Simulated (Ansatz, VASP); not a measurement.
Au: VASP beside Ansatz

```
Au
1.0
    -1.59363    1.59363    1.59363
     1.59363   -1.59363    1.59363
     1.59363    1.59363   -1.59363
Au
1
Direct
  0.00000 0.00000 0.00000
```

Alike in both runs: task single point; functional revPBE; k mesh 15 × 15 × 15; occupations fermi-dirac, width 0.1 eV; no spin polarisation.

|  | VASP | Ansatz |
| --- | --- | --- |
| version | VASP 6.6.1 | Ansatz 0.2.0 |
| potentials or method | VASP PAW PBE potentials, release 64 (Au), cutoff 520 eV | plane waves (420 eV) with PAW, scalar-relativistic |
| valence electrons in the cell | 11 | 19 |

Ansatz gave:

```
pressure (GPa) : 23.6
```

Estimate VASP's values.

pressure (GPa): 23.2.

VASP's potentials were made for PBE, not for revPBE. VASP's potentials hold 11 valence electrons a cell and Ansatz's 19, so a difference there can come from the potentials and not from the codes.

Spin-orbit coupling is off throughout.
